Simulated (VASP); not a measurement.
# SiO2 (Pnnm) in VASP: notebook

The runs below take SiO2 through single point, with PBE.

Everything below comes from runs of VASP 6.6.1. Logs are shortened: lines on timing, memory, paths and dates and some standing lists are left out, and cuts for length are marked.

**1. The cell of the first run**

Symmetry: Pnnm, No. 58, orthorhombic system. The conventional cell has a = 4.236 Å, b = 4.532 Å, c = 2.690 Å, α = 90.00°, β = 90.00°, γ = 90.00°. Si (site symmetry 2/m) has 6 O at 1.81 to 1.90 Å within 2.4 Å. O (site symmetry m) has 3 Si at 1.81 to 1.90 Å within 2.4 Å.

**2. Single point, PBE (mode 4 frozen in at -0.112 Å, normal strain along y +0.0700)**

INCAR reads:

```
SYSTEM = SiO2
PREC = Accurate
ENCUT = 520
EDIFF = 1E-6
ISMEAR = 0
SIGMA = 0.05
LREAL = .False.
LASPH = .True.
NELM = 100
ALGO = Normal
ISIF = 2
LWAVE = .False.
LCHARG = .False.
GGA = PE
NBANDS = 25
```

KPOINTS reads:

```
Automatic mesh
0
Gamma
  6 6 8
  0 0 0
```

POSCAR reads:

```
SiO2
1.0
    4.2358788266      0.0000000000      0.0000000000
    0.0000000000      4.5323903445      0.0000000000
    0.0000000000      0.0000000000      2.6897743046
Si O
2 4
Direct
    0.5000000000      0.5000000000      0.5000000000
    0.0000000000      0.0000000000      0.0000000000
    0.6743831010      0.7116424844      0.0000000000
    0.1743831010      0.7883575156      0.5000000000
    0.3256168990      0.2883575156      0.0000000000
    0.8256168990      0.2116424844      0.5000000000
```

Potentials or basis: VASP PAW PBE potentials, release 64 (Si, O).

The run is started by

```
cat potpaw_PBE.64/Si/POTCAR potpaw_PBE.64/O/POTCAR > POTCAR
mpirun -np 1 vasp_std > vasp.out
```

OUTCAR:

```text
SYSTEM = SiO2
   PREC = Accurate
   ENCUT = 520
   EDIFF = 1E-6
   ISMEAR = 0
   LREAL = .False.
   LASPH = .True.
   NELM = 100
   ISIF = 2
   GGA = PE

 ion  position               nearest neighbor table
   1  0.500  0.500  0.500-   3 1.81   5 1.81   3 1.81   5 1.81   4 1.90   6 1.90
   2  0.000  0.000  0.000-   4 1.81   6 1.81   4 1.81   6 1.81   5 1.90   3 1.90
   3  0.674  0.712  0.000-   1 1.81   1 1.81   2 1.90
   4  0.174  0.788  0.500-   2 1.81   2 1.81   1 1.90
   5  0.326  0.288  0.000-   1 1.81   1 1.81   2 1.90
   6  0.826  0.212  0.500-   2 1.81   2 1.81   1 1.90

  LATTYP: Found a simple orthorhombic cell.
 ALAT       =     2.6897743046
 B/A-ratio  =     1.5748082727
 C/A-ratio  =     1.6850448518

  Lattice vectors:

 A1 = (   0.0000000000,   0.0000000000,   2.6897743046)
 A2 = (   4.2358788266,   0.0000000000,   0.0000000000)
 A3 = (   0.0000000000,   4.5323903445,   0.0000000000)

Analysis of symmetry for initial positions (statically):
=====================================================================
 Subroutine PRICEL returns:
 Original cell was already a primitive cell.

 Routine SETGRP: Setting up the symmetry group for a
 simple orthorhombic supercell.

 Subroutine GETGRP returns: Found  8 space group operations
 (whereof  4 operations were pure point group operations)
 out of a pool of  8 trial point group operations.

The static configuration has the point symmetry C_2h.
 The point group associated with its full space group is D_2h.

Analysis of symmetry for dynamics (positions and initial velocities):
=====================================================================
 Subroutine PRICEL returns:
 Original cell was already a primitive cell.

 Routine SETGRP: Setting up the symmetry group for a
 simple orthorhombic supercell.

 Subroutine GETGRP returns: Found  8 space group operations
 (whereof  4 operations were pure point group operations)
 out of a pool of  8 trial point group operations.

The dynamic configuration has the point symmetry C_2h.
 The point group associated with its full space group is D_2h.

 Subroutine INISYM returns: Found  8 space group operations
 (whereof  4 operations are pure point group operations),
 and found     1 'primitive' translations

----------------------------------------------------------------------------------------

                                     Primitive cell

  volume of cell :      51.6401

  direct lattice vectors                    reciprocal lattice vectors
     4.235878827  0.000000000  0.000000000     0.236078519  0.000000000  0.000000000
     0.000000000  4.532390344  0.000000000     0.000000000  0.220634130  0.000000000
     0.000000000  0.000000000  2.689774305     0.000000000  0.000000000  0.371778405

  length of vectors
     4.235878827  4.532390344  2.689774305     0.236078519  0.220634130  0.371778405

  position of ions in fractional coordinates (direct lattice)
     0.500000000  0.500000000  0.500000000
     0.000000000  0.000000000  0.000000000
     0.674383101  0.711642484  0.000000000
     0.174383101  0.788357516  0.500000000
     0.325616899  0.288357516  0.000000000
     0.825616899  0.211642484  0.500000000

  ion indices of the primitive-cell ions
   primitive index   ion index
                 1           1
                 2           2
                 3           3
                 4           4
                 5           5
                 6           6

----------------------------------------------------------------------------------------

 KPOINTS: Automatic mesh

Automatic generation of k-mesh.
 Grid dimensions read from file:
 generate k-points for:    6    6    8

 Generating k-lattice:

  Cartesian coordinates                     Fractional coordinates (reciprocal lattice)
     0.039346420  0.000000000  0.000000000     0.166666667  0.000000000  0.000000000
     0.000000000  0.036772355  0.000000000     0.000000000  0.166666667  0.000000000
     0.000000000  0.000000000  0.046472301     0.000000000  0.000000000  0.125000000

  Length of vectors
     0.039346420  0.036772355  0.046472301

  Shift w.r.t. Gamma in fractional coordinates (k-lattice)
     0.000000000  0.000000000  0.000000000

 Subroutine IBZKPT returns following result:
 ===========================================

 Found     80 irreducible k-points:

 Following reciprocal coordinates:
            Coordinates               Weight
  0.000000  0.000000  0.000000      1.000000
  0.166667  0.000000  0.000000      2.000000
  0.333333  0.000000  0.000000      2.000000
  0.500000  0.000000  0.000000      1.000000
  0.000000  0.166667  0.000000      2.000000
  0.166667  0.166667  0.000000      4.000000
[... 16 lines left out ...]
  0.333333  0.166667  0.125000      8.000000
  0.500000  0.166667  0.125000      4.000000
 [... further k-points ...]
   k-points           NKPTS =     80   k-points in BZ     NKDIM =     80   number of bands    NBANDS=     25
   number of dos      NEDOS =    301   number of ions     NIONS =      6
   total plane-waves  NPLWV =  23040
   dimension x,y,z NGX =    32 NGY =   36 NGZ =   20
   dimension x,y,z NGXF=    64 NGYF=   72 NGZF=   40
   ions per type =               2   4
   NGX,Y,Z   is equivalent  to a cutoff of  12.56, 13.20, 12.36 a.u.
   NGXF,Y,Z  is equivalent  to a cutoff of  25.12, 26.41, 24.72 a.u.
 SYSTEM =  SiO2
   PREC   = accura    normal or accurate (medium, high low for compatibility)
   ISTART =      0    job   : 0-new  1-cont  2-samecut
   ICHARG =      2    charge: 1-file 2-atom 10-const
   ISPIN  =      1    spin polarized calculation?
   LNONCOLLINEAR =      F non collinear calculations
   LSORBIT =      F    spin-orbit coupling
   LASPH  =      T    aspherical Exc in radial PAW
   ENCUT  =  520.0 eV  38.22 Ry    6.18 a.u.   7.88  8.43  5.00*2*pi/ulx,y,z
   NELM   =    100;   NELMIN=  2; NELMDL= -5     # of ELM steps
   EDIFF  = 0.1E-05   stopping-criterion for ELM
   LREAL  =      F    real-space projection
   EDIFFG = 0.1E-04   stopping-criterion for IOM
   NSW    =      0    number of steps for IOM
   IBRION =     -1    ionic relax: 0-MD 1-quasi-New 2-CG
   NFREE  =      0    steps in history (QN), initial steepest desc. (CG)
   ISIF   =      2    stress and relaxation
   ISYM   =      2    0-nonsym 1-usesym 2-fastsym
   POTIM  = 0.5000    time-step for ionic-motion
   TEBEG  =    0.0;   TEEND  =   0.0 temperature during run
   PSTRESS=    0.0 pullay stress
   NELECT =      32.0000    total number of electrons
   NUPDOWN=      -1.0000    fix difference up-down
   EMIN   =  10.00;   EMAX   =-10.00  energy-range for DOS
   EFERMI =   0.00;   METHOD = LEGACY
   ISMEAR =     0;   SIGMA  =   0.05  broadening in eV -4-tet -1-fermi 0-gaus
   EFERMI_NEDOS =   21; number of points for ismear=-14 and -15
   IALGO  =     38    algorithm
   IMIX   =      4    mixing-type and parameters
     AMIX     =   0.40;   BMIX     =  1.00
     AMIX_MAG =   1.60;   BMIX_MAG =  1.00
  volume/ion in A,a.u.               =       8.61        58.08
  Fermi-wavevector in a.u.,A,eV,Ry     =   1.395712  2.637514 26.504327  1.948013
  Thomas-Fermi vector in A             =   2.519137
   LORBIT       =      0    0 simple, 1 ext, 2 COOP (PROOUT), +10 PAW based schemes
   GGA     = PE    functional components
   LHFCALC =     F    Hartree Fock is set to
   AEXX    =    0.0000 exact exchange contribution
   IVDW    =     0    specifies the selected vdW correction
   LEPSILON=     F    determine dielectric tensor
   LRPA    =     F    only Hartree local field effects (RPA)
 non-spin polarized calculation
 Gauss-broadening in eV      SIGMA  =   0.05
  energy-cutoff  :      520.00
  volume of cell :       51.64
 maximum number of plane-waves:      1408
 NGX is ok and might be reduce to    32
   NGX = 15   NGY = 17   NGZ = 11

 number of electron      31.9999985 magnetization

 Free energy of the ion-electron system (eV)
  ---------------------------------------------------
  ext. energy  EPLUGINS =         0.00000000
  ---------------------------------------------------
  free energy    TOTEN  =       -45.78310645 eV

  energy without entropy =      -45.78310645  energy(sigma->0) =      -45.78310645

 E-fermi :   7.1639     XC(G=0): -11.7367

 val. band max:        6.8721002095   @ k =   0.0000   0.0000   0.0000
 cond. band min:      10.6725010487   @ k =   0.0000   0.0000   0.0000
 fundamental gap:      3.8004008392
 Fermi energy:         7.1638836397

 k-point     1 :       0.0000    0.0000    0.0000
  band No.  band energies     occupation
      1     -14.6955      2.00000
      2     -11.9866      2.00000
      3     -11.4492      2.00000
      4     -11.2900      2.00000
      5      -3.4644      2.00000
      6       0.3342      2.00000
[... 17 lines left out ...]
     24      19.9880      0.00000
     25      20.4181      0.00000

 k-point     2 :       0.1667    0.0000    0.0000
  band No.  band energies     occupation
      1     -14.5610      2.00000
      2     -12.0127      2.00000
      3     -11.9023      2.00000
      4     -11.0481      2.00000
      5      -3.2635      2.00000
      6       0.4766      2.00000
[... 17 lines left out ...]
     24      19.2866      0.00000
     25      20.5570      0.00000

 k-point     3 :       0.3333    0.0000    0.0000
  band No.  band energies     occupation
      1     -14.1689      2.00000
      2     -12.7963      2.00000
      3     -11.6702      2.00000
      4     -11.0925      2.00000
      5      -2.6865      2.00000
      6      -0.7133      2.00000
[... 17 lines left out ...]
     24      19.1976      0.00000
     25      20.4243      0.00000

 k-point     4 :       0.5000    0.0000    0.0000
  band No.  band energies     occupation
      1     -13.5565      2.00000
      2     -13.5565      2.00000
      3     -11.3581      2.00000
      4     -11.3581      2.00000
      5      -1.8063      2.00000
      6      -1.8063      2.00000
[... 17 lines left out ...]
     24      19.8028      0.00000
     25      20.0048      0.00000

 k-point     5 :       0.0000    0.1667    0.0000
  band No.  band energies     occupation
      1     -14.5806      2.00000
      2     -12.3997      2.00000
      3     -11.2549      2.00000
      4     -11.2326      2.00000
      5      -3.2609      2.00000
      6      -0.1973      2.00000
[... 17 lines left out ...]
     24      19.6489      0.00000
     25      20.3558      0.00000

 k-point     6 :       0.1667    0.1667    0.0000
  band No.  band energies     occupation
      1     -14.4495      2.00000
      2     -12.4141      2.00000
      3     -11.6869      2.00000
      4     -11.0365      2.00000
      5      -3.0451      2.00000
      6      -0.0522      2.00000
[... 17 lines left out ...]
     24      19.2681      0.00000
     25      20.4339      0.00000
[... 393 lines left out ...]
 k-point    21 :       0.0000    0.1667    0.1250
  band No.  band energies     occupation
      1     -14.3875      2.00000
      2     -12.2715      2.00000
      3     -11.1924      2.00000
      4     -11.1769      2.00000
      5      -3.1484      2.00000
      6      -0.0333      2.00000
[... 17 lines left out ...]
     24      20.0017      0.00000
     25      20.0103      0.00000

 k-point    22 :       0.1667    0.1667    0.1250
  band No.  band energies     occupation
      1     -14.2597      2.00000
      2     -12.2908      2.00000
      3     -11.5911      2.00000
      4     -10.9936      2.00000
      5      -2.9237      2.00000
      6      -0.0850      2.00000
[... 17 lines left out ...]
     24      19.5207      0.00000
     25      20.0573      0.00000

 k-point    23 :       0.3333    0.1667    0.1250
  band No.  band energies     occupation
      1     -13.8900      2.00000
      2     -12.6784      2.00000
      3     -11.6675      2.00000
      4     -11.1085      2.00000
      5      -2.3181      2.00000
      6      -0.5872      2.00000
[... 17 lines left out ...]
     24      19.6188      0.00000
     25      19.7755      0.00000

 k-point    24 :       0.5000    0.1667    0.1250
  band No.  band energies     occupation
      1     -13.3253      2.00000
      2     -13.3253      2.00000
      3     -11.3978      2.00000
      4     -11.3978      2.00000
      5      -1.4766      2.00000
      6      -1.4766      2.00000
[... 17 lines left out ...]
     24      19.2612      0.00000
     25      20.4943      0.00000

 [... further k-points ...]
[... 5 lines left out ...]
  --------------------------------------------------------------------------------------
  -------------------------------------------------------------------------------------
  Total       -1.3663640    -11.8519782     -2.6467386     -0.0000000      0.0000000      0.0000000
  in kB      -42.3926252   -367.7178839    -82.1173550     -0.0000000      0.0000000      0.0000000
  external PRESSURE =    -164.0759547 kB  Pullay stress =       0.0000000 kB

 VOLUME and BASIS-vectors are now :
 -----------------------------------------------------------------------------
  energy-cutoff  :      520.00
  volume of cell :       51.64
      direct lattice vectors                 reciprocal lattice vectors
     4.235878827  0.000000000  0.000000000     0.236078519  0.000000000  0.000000000
     0.000000000  4.532390344  0.000000000     0.000000000  0.220634130  0.000000000
     0.000000000  0.000000000  2.689774305     0.000000000  0.000000000  0.371778405

 POSITION                                       TOTAL-FORCE (eV/Angst)
 -----------------------------------------------------------------------------------
      2.11794      2.26620      1.34489        -0.000000     -0.000000      0.000000
      0.00000      0.00000      0.00000        -0.000000     -0.000000      0.000000
      2.85661      3.22544      0.00000        -0.240285     -1.164530     -0.000000
      0.73867      3.57314      1.34489        -0.240285      1.164530     -0.000000
      1.37927      1.30695      0.00000         0.240285      1.164530      0.000000
      3.49721      0.95925      1.34489         0.240285     -1.164530     -0.000000
 -----------------------------------------------------------------------------------
    total drift:                                0.000000      0.000000      0.000000

  FREE ENERGIE OF THE ION-ELECTRON SYSTEM (eV)
  ---------------------------------------------------
  free  energy   TOTEN  =       -45.7831064467 eV

  energy  without entropy=      -45.7831064467  energy(sigma->0) =      -45.78310645
```

Run time: 57 s. Hardware: 1 thread of Intel Xeon Platinum 8375C at 2.90GHz (Ice Lake), shared host; peak memory 0.2 GiB.

Results:

```
Free energy            : -45.7831 eV
Pressure               : -16.4 GPa
Largest force          : 1.189 eV/Å
Band gap on the k mesh : 3.80 eV, direct
```

Forces in eV/Å, atoms in the order of the input:
```
Si   0.000  0.000  0.000
Si   0.000  0.000  0.000
O   -0.240 -1.165  0.000
O   -0.240  1.165  0.000
O    0.240  1.165  0.000
O    0.240 -1.165  0.000
```

Stress tensor (GPa, compression positive):
```
 -4.24   0.00   0.00
  0.00 -36.77   0.00
  0.00   0.00  -8.21
```

Caveat: the cell differs from its parent crystal (mode 4 frozen in at -0.112 Å, normal strain along y +0.0700); forces of over 1 eV/Å act on the atoms, so gaps and moduli don't describe the material at rest.

**3. Single point, PBE (mode 4 frozen in at +0.223 Å, normal strain along y +0.0700)**

INCAR reads:

```
  PREC = Accurate
  ENCUT = 520
  EDIFF = 1E-7
  ISMEAR = 0
  SIGMA = 0.05
  LREAL = False
  LASPH = True
  NELM = 100
  ALGO = Normal
  ISIF = 2
  LWAVE = False
  LCHARG = True
  GGA = PE
  LELF = True
  LVHAR = True
  NBANDS = 25
```

KPOINTS reads:

```
regular mesh
0
Gamma
  6 6 8
```

POSCAR reads:

```
SiO2
1.0
    4.2358788266      0.0000000000      0.0000000000
    0.0000000000      4.5323903445      0.0000000000
    0.0000000000      0.0000000000      2.6897743046
Si O
2 4
Direct
    0.5000000000      0.5000000000      0.5000000000
    0.0000000000      0.0000000000      0.0000000000
    0.7302721762      0.6557534092      0.0000000000
    0.2302721762      0.8442465908      0.5000000000
    0.2697278238      0.3442465908      0.0000000000
    0.7697278238      0.1557534092      0.5000000000
```

Potentials or basis: VASP PAW PBE potentials, release 64 (Si, O).

The run is started by

```
cat potpaw_PBE.64/Si/POTCAR potpaw_PBE.64/O/POTCAR > POTCAR
mpirun -np 1 vasp_std > vasp.out
```

It took 63 s on 1 thread of Intel Xeon Platinum 8375C at 2.90GHz (Ice Lake), shared host; peak memory 0.21 GiB.

Results (log left out):

```
Free energy            : -45.7959 eV
Pressure               : -17.8 GPa
Largest force          : 1.114 eV/Å
Band gap on the k mesh : 4.44 eV, indirect (least direct gap 4.52 eV)
```

Forces in eV/Å, atoms in the order of the input:
```
Si   0.000  0.000  0.000
Si   0.000  0.000  0.000
O   -1.112  0.063  0.000
O   -1.112 -0.063  0.000
O    1.112 -0.063  0.000
O    1.112  0.063  0.000
```

Stress tensor (GPa, compression positive):
```
-19.11   0.00   0.00
  0.00 -20.80   0.00
  0.00   0.00 -13.58
```

Levels at points of the mesh, in eV from the valence-band top:
```tsv
k point	band 13	band 14	band 15	band 16	band 17	band 18	band 19	band 20
(0.00, 0.00, 0.00)	-1.72	-0.12	-0.09	-0.08	4.44	7.23	8.23	9.04
(0.50, 0.00, 0.00)	-1.73	-1.73	-0.15	-0.15	6.44	6.44	8.94	8.94
(0.00, 0.50, 0.00)	-1.69	-1.69	-0.65	-0.65	7.16	7.16	9.51	9.51
(0.50, 0.50, 0.00)	-1.85	-1.85	-1.20	-1.20	6.87	6.87	9.77	9.77
(0.00, 0.00, 0.50)	-1.98	-1.98	-1.41	-1.41	7.91	7.91	11.30	11.30
(0.50, 0.00, 0.50)	-1.82	-1.82	-0.54	-0.54	8.37	8.37	9.03	9.03
(0.00, 0.50, 0.50)	-1.43	-1.43	-1.19	-1.19	7.40	7.40	8.60	8.60
(0.50, 0.50, 0.50)	-1.32	-1.32	-0.61	-0.61	6.49	6.49	9.88	9.88
```

Caveat: the cell differs from its parent crystal (mode 4 frozen in at +0.223 Å, normal strain along y +0.0700); forces of over 1 eV/Å act on the atoms, so gaps and moduli don't describe the material at rest.

(Part 1 of 2 ends here.)
